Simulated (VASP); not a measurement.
# KS8 (Pmmm) in VASP: further runs

KS8 is run at these levels: PBE+D3(BJ); tasks: single point, relaxation of cell and atoms.

Program: VASP 6.6.1. These are calculated values, not measurements. Logs are shortened: lines on timing, memory, paths and dates and some standing lists are left out, and cuts for length are marked.

## 1. The cell of the first run

Symmetry: Pmmm, No. 47, orthorhombic system. Conventional cell: a = 3.393 Å, b = 5.877 Å, c = 7.393 Å, α = 90.00°, β = 90.00°, γ = 90.00°. Within 3.7 Å of K (site symmetry mmm) lie 12 S at 2.77 Å and 2 K at 3.39 Å. Within 2.6 Å of S (site symmetry m) lie 3 S at 1.96 Å. S (site symmetry m) has 3 S at 1.96 Å within 2.6 Å.

## 2. Single point, PBE+D3(BJ)

INCAR reads:

```
PREC = Accurate
ENCUT = 520
EDIFF = 1E-7
ISMEAR = 0
SIGMA = 0.1
LREAL = F
LASPH = T
NELM = 100
ALGO = Normal
ISIF = 2
LWAVE = F
LCHARG = F
GGA = PE
IVDW = 12
NBANDS = 38
```

KPOINTS reads:

```
regular mesh
0
Gamma
  6 4 4
```

POSCAR reads:

```
KS8
1.0
    3.3931827600      0.0000000000      0.0000000000
    0.0000000000      5.8771650000      0.0000000000
    0.0000000000      0.0000000000      7.3929407100
K S
1 8
Direct
    0.5000000000      0.5000000000      0.0000000000
    0.5000000000      0.1666666700      0.7343451800
    0.0000000000      0.6666666700      0.7343451800
    0.0000000000      0.3333333300      0.7343451800
    0.5000000000      0.8333333300      0.7343451800
    0.0000000000      0.3333333300      0.2656548200
    0.5000000000      0.8333333300      0.2656548200
    0.5000000000      0.1666666700      0.2656548200
    0.0000000000      0.6666666700      0.2656548200
```

Potentials or basis: VASP PAW PBE potentials, release 64 (K_sv, S).

On the command line:

```console
cat potpaw_PBE.64/K_sv/POTCAR potpaw_PBE.64/S/POTCAR > POTCAR
mpirun -np 1 vasp_std > vasp.out
```

OUTCAR:

```text
PREC = Accurate
   ENCUT = 520
   EDIFF = 1E-7
   ISMEAR = 0
   LREAL = F
   LASPH = T
   NELM = 100
   ISIF = 2
   GGA = PE
   IVDW = 12
 IVDW          = 12

 ion  position               nearest neighbor table
   1  0.500  0.500  0.000-   2 2.77   5 2.77   7 2.77   8 2.77   6 2.77   4 2.77   3 2.77   9 2.77
                             3 2.77   4 2.77   6 2.77   9 2.77
   2  0.500  0.167  0.734-   4 1.96   4 1.96   5 1.96   1 2.77
   3  0.000  0.667  0.734-   5 1.96   5 1.96   4 1.96   1 2.77   1 2.77
   4  0.000  0.333  0.734-   2 1.96   2 1.96   3 1.96   1 2.77   1 2.77
   5  0.500  0.833  0.734-   3 1.96   3 1.96   2 1.96   1 2.77
   6  0.000  0.333  0.266-   8 1.96   8 1.96   9 1.96   1 2.77   1 2.77
   7  0.500  0.833  0.266-   9 1.96   9 1.96   8 1.96   1 2.77
   8  0.500  0.167  0.266-   6 1.96   6 1.96   7 1.96   1 2.77
   9  0.000  0.667  0.266-   7 1.96   7 1.96   6 1.96   1 2.77   1 2.77

  LATTYP: Found a simple orthorhombic cell.
 ALAT       =     3.3931827600
 B/A-ratio  =     1.7320508253
 C/A-ratio  =     2.1787628999

  Lattice vectors:

 A1 = (   3.3931827600,   0.0000000000,   0.0000000000)
 A2 = (   0.0000000000,   5.8771650000,   0.0000000000)
 A3 = (   0.0000000000,   0.0000000000,   7.3929407100)

Analysis of symmetry for initial positions (statically):
=====================================================================
 Subroutine PRICEL returns:
 Original cell was already a primitive cell.

 Routine SETGRP: Setting up the symmetry group for a
 simple orthorhombic supercell.

 Subroutine GETGRP returns: Found  8 space group operations
 (whereof  8 operations were pure point group operations)
 out of a pool of  8 trial point group operations.

The static configuration has the point symmetry D_2h.

Analysis of symmetry for dynamics (positions and initial velocities):
=====================================================================
 Subroutine PRICEL returns:
 Original cell was already a primitive cell.

 Routine SETGRP: Setting up the symmetry group for a
 simple orthorhombic supercell.

 Subroutine GETGRP returns: Found  8 space group operations
 (whereof  8 operations were pure point group operations)
 out of a pool of  8 trial point group operations.

The dynamic configuration has the point symmetry D_2h.

 Subroutine INISYM returns: Found  8 space group operations
 (whereof  8 operations are pure point group operations),
 and found     1 'primitive' translations

----------------------------------------------------------------------------------------

                                     Primitive cell

  volume of cell :     147.4322

  direct lattice vectors                    reciprocal lattice vectors
     3.393182760  0.000000000  0.000000000     0.294708559  0.000000000  0.000000000
     0.000000000  5.877165000  0.000000000     0.000000000  0.170150064  0.000000000
     0.000000000  0.000000000  7.392940710     0.000000000  0.000000000  0.135264171

  length of vectors
     3.393182760  5.877165000  7.392940710     0.294708559  0.170150064  0.135264171

  position of ions in fractional coordinates (direct lattice)
     0.500000000  0.500000000  0.000000000
     0.500000000  0.166666670  0.734345180
     0.000000000  0.666666670  0.734345180
     0.000000000  0.333333330  0.734345180
     0.500000000  0.833333330  0.734345180
     0.000000000  0.333333330  0.265654820
     0.500000000  0.833333330  0.265654820
     0.500000000  0.166666670  0.265654820
     0.000000000  0.666666670  0.265654820

  ion indices of the primitive-cell ions
   primitive index   ion index
                 1           1
                 2           2
                 3           3
                 4           4
                 5           5
                 6           6
                 7           7
                 8           8
                 9           9

----------------------------------------------------------------------------------------

 KPOINTS: regular mesh

Automatic generation of k-mesh.
 Grid dimensions read from file:
[... 47 lines left out ...]
   IVDW    =    12    specifies the selected vdW correction
   LEPSILON=     F    determine dielectric tensor
   LRPA    =     F    only Hartree local field effects (RPA)
 non-spin polarized calculation
 Gauss-broadening in eV      SIGMA  =   0.10
  energy-cutoff  :      520.00
  volume of cell :      147.43
 maximum number of plane-waves:      3991
 NGX is ok and might be reduce to    28
   NGX = 13   NGY = 21   NGZ = 27

 number of electron      57.0000005 magnetization

 Free energy of the ion-electron system (eV)
  ---------------------------------------------------
  ext. energy  EPLUGINS =         0.00000000
  ---------------------------------------------------
  free energy    TOTEN  =       -18.36387724 eV

  energy without entropy =      -18.35208740  energy(sigma->0) =      -18.35798232

 E-fermi :   7.4117     XC(G=0): -10.1997

 val. band max:        7.3755626898   @ k =   0.1667   0.2500   0.0000
 cond. band min:       7.4330543403   @ k =   0.1667   0.5000   0.0000
 fundamental gap:      0.0574916505
 Fermi energy:         7.4117086533

 k-point     1 :       0.0000    0.0000    0.0000
  band No.  band energies     occupation
      1     -22.6364      2.00000
      2     -12.8113      2.00000
      3     -12.7622      2.00000
      4     -10.4387      2.00000
      5     -10.1132      2.00000
      6      -8.0983      2.00000
[... 30 lines left out ...]
     37      13.3949      0.00000
     38      13.5501      0.00000

 k-point     2 :       0.1667    0.0000    0.0000
  band No.  band energies     occupation
      1     -22.6098      2.00000
      2     -12.5174      2.00000
      3     -12.4948      2.00000
      4     -10.1211      2.00000
      5      -9.7905      2.00000
      6      -8.2245      2.00000
[... 30 lines left out ...]
     37      12.0005      0.00000
     38      13.1389      0.00000
[... 859 lines left out ...]
     37      12.5588      0.00000
     38      12.7931      0.00000

 k-point    24 :       0.5000    0.5000    0.2500
  band No.  band energies     occupation
      1     -22.5280      2.00000
      2     -10.5904      2.00000
      3     -10.2751      2.00000
      4     -10.2637      2.00000
      5     -10.0815      2.00000
      6      -8.4916      2.00000
[... 30 lines left out ...]
     37      13.7159      0.00000
     38      13.8261      0.00000

 [... further k-points ...]

------------------------ aborting loop because EDIFF is reached ----------------------------------------

 Edisp (eV)   -3.39037

 E8    (eV) :    -1.2874

  FORCE on cell =-STRESS in cart. coord.  units (eV):
  Direction    XX          YY          ZZ          XY          YZ          ZX
  --------------------------------------------------------------------------------------
  -------------------------------------------------------------------------------------
  Total      64.45291    60.70080    11.53303     0.00000     0.00000     0.00000
  in kB     700.42359   659.64860   125.33186     0.00000     0.00000     0.00000
  external pressure =      495.13 kB  Pullay stress =        0.00 kB

 VOLUME and BASIS-vectors are now :
 -----------------------------------------------------------------------------
  energy-cutoff  :      520.00
  volume of cell :      147.43
      direct lattice vectors                 reciprocal lattice vectors
     3.393182760  0.000000000  0.000000000     0.294708559  0.000000000  0.000000000
     0.000000000  5.877165000  0.000000000     0.000000000  0.170150064  0.000000000
     0.000000000  0.000000000  7.392940710     0.000000000  0.000000000  0.135264171

 POSITION                                       TOTAL-FORCE (eV/Angst)
 -----------------------------------------------------------------------------------
      1.69659      2.93858      0.00000         0.000000      0.000000      0.000000
      1.69659      0.97953      5.42897         0.000000     -0.272241     -0.400457
      0.00000      3.91811      5.42897         0.000000      0.769421     -1.139645
      0.00000      1.95905      5.42897         0.000000     -0.769421     -1.139645
      1.69659      4.89764      5.42897         0.000000      0.272241     -0.400457
      0.00000      1.95905      1.96397        -0.000000     -0.769421      1.139645
      1.69659      4.89764      1.96397         0.000000      0.272241      0.400457
      1.69659      0.97953      1.96397         0.000000     -0.272241      0.400457
      0.00000      3.91811      1.96397        -0.000000      0.769421      1.139645
 -----------------------------------------------------------------------------------
    total drift:                                0.000000      0.000000      0.000000

  FREE ENERGIE OF THE ION-ELECTRON SYSTEM (eV)
  ---------------------------------------------------
  free  energy   TOTEN  =       -21.7542475781 eV

  energy  without entropy=      -21.7424577337  energy(sigma->0) =      -21.74835266
```

Wall time 1.9 min (1 thread of Intel Xeon 6975P-C (Granite Rapids), shared host); peak memory 0.33 GiB.

Results:

```yaml
Free_energy: -21.7542 eV
Pressure: 49.5 GPa
Largest_force: 1.375 eV/Å
Band_gap_on_the_k_mesh: zero (an odd number of electrons rules out a gap without spin polarisation)
Dispersion_energy_per_atom: -0.377 eV
```

Forces in eV/Å, atoms in the order of the input:
```
K    0.000  0.000  0.000
S    0.000 -0.272 -0.400
S    0.000  0.769 -1.140
S    0.000 -0.769 -1.140
S    0.000  0.272 -0.400
S    0.000 -0.769  1.140
S    0.000  0.272  0.400
S    0.000 -0.272  0.400
S    0.000  0.769  1.140
```

Stress tensor (GPa, compression positive):
```
70.04  0.00  0.00
 0.00 65.96  0.00
 0.00  0.00 12.53
```

Caveat: the stress differs along the axes, from 13 to 70 GPa; an odd number of electrons without spin polarisation forces a metal; a magnetic or distorted state may lie lower.

## 3. Single point, PBE+D3(BJ)

This run uses another cell than the first one, of 23.89 Å³/atom.

INCAR reads:

```
PREC = Accurate ; ENCUT = 520
EDIFF = 1E-6 ; ISMEAR = 0
SIGMA = 0.1 ; LREAL = False
LASPH = True ; NELM = 60
ALGO = Normal ; ISIF = 2
LWAVE = False ; LCHARG = False
GGA = PE ; IVDW = 12
NBANDS = 38
```

KPOINTS reads:

```
Automatic mesh
0
Gamma
  6 4 4
```

POSCAR reads:

```
KS8
1.0
    4.2040337840      0.0000000000      0.0000000000
    0.0000000000      8.0418057279      0.0000000000
    0.0000000000      0.0000000000      6.3589856531
K S
1 8
Direct
    0.5000000000      0.5000000000      0.0000000000
    0.5000000000      0.1653926075      0.7242677959
    0.0000000000      0.7632696975      0.7201951716
    0.0000000000      0.2367303025      0.7201951716
    0.5000000000      0.8346073925      0.7242677959
    0.0000000000      0.2367303025      0.2798048284
    0.5000000000      0.8346073925      0.2757322041
    0.5000000000      0.1653926075      0.2757322041
    0.0000000000      0.7632696975      0.2798048284
```

Potentials or basis: VASP PAW PBE potentials, release 64 (K_sv, S).

On the command line:

```console
cat potpaw_PBE.64/K_sv/POTCAR potpaw_PBE.64/S/POTCAR > POTCAR
mpirun -np 1 vasp_std > vasp.out
```

It took 2.2 min on 1 thread of Intel Xeon 6975P-C (Granite Rapids), shared host; peak memory 0.41 GiB.

It converged, with:

| Item | Value |
| --- | --- |
| Free energy | -34.6013 eV |
| Pressure | -0.1 GPa |
| Largest force | 0.024 eV/Å |
| Band gap on the k mesh | zero (an odd number of electrons rules out a gap without spin polarisation) |
| Dispersion energy per atom | -0.257 eV |

Forces in eV/Å, atoms in the order of the input:
```
K    0.000  0.000  0.000
S    0.000  0.020 -0.005
S    0.000  0.024 -0.003
S    0.000 -0.024 -0.003
S    0.000 -0.020 -0.005
S    0.000 -0.024  0.003
S    0.000 -0.020  0.005
S    0.000  0.020  0.005
S    0.000  0.024  0.003
```

Stress tensor (GPa, compression positive):
```
-0.22  0.00  0.00
 0.00 -0.02  0.00
 0.00  0.00 -0.05
```

Levels at points of the mesh, in eV from the Fermi level:
```csv
k point,band 24,band 25,band 26,band 27,band 28,band 29,band 30,band 31,band 32,band 33
"(0.00, 0.00, 0.00)",-1.57,-1.35,-1.19,-0.89,-0.61,1.13,1.73,2.42,2.86,3.29
"(0.50, 0.00, 0.00)",-1.19,-0.32,0.22,0.27,0.34,1.23,1.28,1.71,1.72,1.97
"(0.00, 0.50, 0.00)",-1.31,-1.26,-1.19,-0.72,-0.55,0.77,1.54,2.44,2.84,3.35
"(0.50, 0.50, 0.00)",-1.18,-0.34,0.25,0.31,0.32,1.29,1.33,1.58,1.63,2.06
"(0.00, 0.00, 0.50)",-2.13,-1.58,-1.20,-0.48,0.14,1.16,1.23,1.63,1.84,3.34
"(0.50, 0.00, 0.50)",-1.76,-1.35,-1.31,-1.09,-0.94,1.37,1.46,1.78,1.86,1.88
"(0.00, 0.50, 0.50)",-2.45,-1.17,-0.72,-0.44,0.10,0.99,1.20,1.28,1.76,3.62
"(0.50, 0.50, 0.50)",-1.83,-1.47,-1.32,-1.18,-1.10,1.46,1.48,1.76,1.81,1.89
```

Caveat: an odd number of electrons without spin polarisation forces a metal; a magnetic or distorted state may lie lower.

## 4. Relaxation of cell and atoms, PBE+D3(BJ)

INCAR reads:

```
SYSTEM = KS8
ALGO = Normal
EDIFF = 1E-6
EDIFFG = -0.04
ENCUT = 600
GGA = PE
IBRION = 2
ISIF = 3
ISMEAR = 0
IVDW = 12
LASPH = .TRUE.
LCHARG = .FALSE.
LREAL = .FALSE.
LWAVE = .FALSE.
NELM = 60
NSW = 90
PREC = Accurate
SIGMA = 0.1
```

KPOINTS reads:

```
k-points
0
G
  6 4 4
  0 0 0
```

POSCAR reads:

```
KS8
1.0
    3.3931827600      0.0000000000      0.0000000000
    0.0000000000      5.8771650000      0.0000000000
    0.0000000000      0.0000000000      7.3929407100
K S
1 8
Direct
    0.5000000000      0.5000000000      0.0000000000
    0.5000000000      0.1666666700      0.7343451800
    0.0000000000      0.6666666700      0.7343451800
    0.0000000000      0.3333333300      0.7343451800
    0.5000000000      0.8333333300      0.7343451800
    0.0000000000      0.3333333300      0.2656548200
    0.5000000000      0.8333333300      0.2656548200
    0.5000000000      0.1666666700      0.2656548200
    0.0000000000      0.6666666700      0.2656548200
```

On the command line:

```console
cat potpaw_PBE.64/K_sv/POTCAR potpaw_PBE.64/S/POTCAR > POTCAR
mpirun -np 1 vasp_std > vasp.out
```

Run time: 52 min. Hardware: 1 thread of Intel Xeon 6975P-C (Granite Rapids), shared host; peak memory 0.39 GiB.

Results (log left out):

```yaml
Free_energy: -35.6758 eV
Relaxed_volume: 26.29 Å³/atom
Relaxed_cell: a = 3.789 Å, b = 9.365 Å, c = 6.669 Å, α = 90.00°, β = 90.00°, γ = 90.00°
Space_group_after_relaxing_to_0.1_Å: Pmmm (No. 47)
Energy_gained_by_relaxing: 1546.2 meV/atom
Ionic_steps: 41
Pressure_after_relaxing: -0.1 GPa
Largest_force_after_relaxing: 0.037 eV/Å
Band_gap_on_the_k_mesh: zero (an odd number of electrons rules out a gap without spin polarisation)
Dispersion_energy_per_atom: -0.228 eV
```

Forces on the atoms (eV/Å):
```
K    0.000  0.000  0.000
S    0.000  0.018 -0.005
S    0.000  0.035  0.009
S    0.000 -0.035  0.009
S    0.000 -0.018 -0.005
S    0.000 -0.035 -0.009
S    0.000 -0.018  0.005
S    0.000  0.018  0.005
S    0.000  0.035 -0.009
```

Stress tensor (GPa, compression positive):
```
-0.17  0.00  0.00
 0.00 -0.18  0.00
 0.00  0.00 -0.06
```

The path:
```tsv
step	energy change (eV)	largest force (eV/Å)	pressure (GPa)	volume (Å³)
1	0.0000	1.3747	49.56	147.43
3	-9.9219	0.7081	0.86	216.88
5	-10.1585	1.7617	0.20	221.90
7	-11.7551	1.2560	3.57	242.66
9	-11.9709	0.4118	1.93	240.59
11	-12.2632	0.9968	1.77	253.57
13	-12.9260	0.5028	-2.16	303.28
15	-13.0555	0.3514	-1.06	303.46
17	-13.2649	0.6769	0.00	282.28
19	-13.2987	0.9778	0.65	271.20
21	-13.4268	0.7236	0.15	263.20
23	-13.5260	0.3583	-0.54	226.91
25	-13.6253	0.2608	-0.76	237.79
27	-13.7075	0.3012	0.60	227.37
29	-13.8045	0.1937	0.70	232.62
31	-13.8130	0.1869	0.78	234.77
33	-13.8625	0.2899	-1.07	243.95
35	-13.8810	0.1569	-0.65	242.04
37	-13.9057	0.1387	-0.20	239.61
39	-13.9132	0.0522	-0.09	237.51
41	-13.9157	0.0366	-0.13	236.62
```

Final structure:
```yaml
crystal:
  lattice:
    - [3.78856, 0.00000, 0.00000]
    - [0.00000, 9.36502, 0.00000]
    - [0.00000, 0.00000, 6.66918]
  atoms:
    - { symbol: K, position: [0.50000, 0.50000, 0.00000] }
    - { symbol: S, position: [0.50000, 0.19147, 0.72516] }
    - { symbol: S, position: [0.00000, 0.70297, 0.71496] }
    - { symbol: S, position: [0.00000, 0.29703, 0.71496] }
    - { symbol: S, position: [0.50000, 0.80853, 0.72516] }
    - { symbol: S, position: [0.00000, 0.29703, 0.28504] }
    - { symbol: S, position: [0.50000, 0.80853, 0.27484] }
    - { symbol: S, position: [0.50000, 0.19147, 0.27484] }
    - { symbol: S, position: [0.00000, 0.70297, 0.28504] }
```

Levels at points of the mesh, in eV from the Fermi level:
| k point | band 27 | band 28 | band 29 | band 30 | band 31 | band 32 |
| --- | --- | --- | --- | --- | --- | --- |
| (0.00, 0.00, 0.00) | -1.12 | -1.08 | -0.65 | -0.53 | 2.09 | 2.23 |
| (0.50, 0.00, 0.00) | -0.44 | -0.44 | 2.54 | 2.77 | 3.47 | 3.65 |
| (0.00, 0.50, 0.00) | -1.12 | -0.95 | -0.91 | -0.88 | 2.14 | 2.18 |
| (0.50, 0.50, 0.00) | -0.44 | -0.42 | 3.25 | 3.28 | 3.30 | 3.51 |
| (0.00, 0.00, 0.50) | -0.97 | -0.61 | -0.37 | -0.09 | 0.97 | 1.44 |
| (0.50, 0.00, 0.50) | -1.53 | -1.48 | 2.81 | 2.89 | 3.25 | 3.43 |
| (0.00, 0.50, 0.50) | -1.21 | -1.13 | -0.27 | -0.20 | 1.15 | 1.26 |
| (0.50, 0.50, 0.50) | -1.57 | -1.51 | 3.28 | 3.31 | 3.59 | 3.67 |

Caveat: the volume moved by over 15 % at a fixed basis, so the end points are rough; an odd number of electrons without spin polarisation forces a metal; a magnetic or distorted state may lie lower.

## 5. The runs side by side

| task | cell | cutoff (eV) | gap on the mesh (eV) | pressure (GPa) | largest force (eV/Å) |
| --- | --- | --- | --- | --- | --- |
| single point | a = 3.393, b = 5.877, c = 7.393 Å, 9 atoms, atomic positions A | 520 | none | 49.5 | 1.38 |
| single point | a = 4.204, b = 8.042, c = 6.359 Å, 9 atoms, atomic positions B | 520 | none | -0.1 | 0.02 |
| relaxation of cell and atoms | relaxed from a = 3.393, b = 5.877, c = 7.393 Å, 9 atoms, atomic positions A | 600 | none | -0.1 | 0.04 |

Alike in all rows: level PBE+D3(BJ); potentials or basis VASP PAW PBE potentials, release 64 (K_sv, S); no spin polarisation; k mesh 6 × 4 × 4; smearing gaussian 0.1 eV.

Caveats: an odd number of electrons without spin polarisation forces a metal; a magnetic or distorted state may lie lower; the stress differs along the axes, from 13 to 70 GPa (at least some runs); the volume moved by over 15 % at a fixed basis, so the end points are rough (at least some runs).

Absolute energies hang on the potentials; compare differences alone.

The gap in the log of VASP goes by the Fermi energy; the results here count the filled bands.